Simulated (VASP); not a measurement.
## ZrTaS3: single point with PBE

ZrTaS3:

```
CELL_PARAMETERS angstrom
3.67221 0.00000 0.00000
0.00000 3.67221 0.00000
0.00000 0.00000 8.65418
ATOMIC_POSITIONS crystal
Zr 0.00000 0.00000 0.50000
Ta 0.50000 0.50000 0.00000
S 0.50000 0.50000 0.50000
S 0.00000 0.50000 0.00000
S 0.50000 0.00000 0.00000
```

The cell was generated, and may not be a known phase.

| Property | Result |
| --- | --- |
| Program | VASP 6.6.1 |
| Task | single point |
| Functional | PBE |
| Potentials or basis | VASP PAW PBE potentials, release 64 (Zr_sv, Ta_pv, S) |
| Cutoff | 520 eV |
| k mesh | 6 × 6 × 2 |
| Occupations | gaussian, width 0.1 eV |
| Spin | no spin polarisation |
| Dipole correction | no |
| Further INCAR settings | ALGO = Normal; EDIFF = 1e-07; NBANDS = 28 |

The pressure is 69.4 GPa and the band gap on the k mesh is zero (an odd number of electrons rules out a gap without spin polarisation).

Stress tensor (GPa, compression positive):
```
104.61   0.00   0.00
  0.00 104.61   0.00
  0.00   0.00  -1.15
```

Levels at points of the mesh, in eV from the Fermi level:
```tsv
k point	band 17	band 18	band 19	band 20	band 21	band 22	band 23	band 24
(0.00, 0.00, 0.00)	-3.20	-2.40	-2.35	-2.00	-1.64	-1.64	-0.03	0.53
(0.50, 0.00, 0.00)	-3.88	-3.83	-1.30	-0.52	0.11	0.88	1.11	1.73
(0.50, 0.50, 0.00)	-4.73	-3.16	-0.82	-0.82	0.58	0.59	1.90	2.36
(0.00, 0.00, 0.50)	-3.21	-2.47	-2.28	-1.63	-1.63	-1.02	-0.35	-0.03
(0.50, 0.00, 0.50)	-4.11	-3.88	-1.30	-0.20	0.22	0.88	1.12	1.73
(0.50, 0.50, 0.50)	-4.72	-3.19	-0.86	-0.86	0.48	0.81	1.90	2.36
```

It took 2.7 min on 1 thread of Intel Xeon 8259CL, on a shared host, peak memory 0.25 GiB.

Caveat: the k points lie up to 0.36 Å⁻¹ apart, too coarse for converged energies and pressures of a metal; spin-orbit coupling is left out, which moves the levels of the heavy elements; an odd number of electrons without spin polarisation forces a metal; a magnetic or distorted state may lie lower.
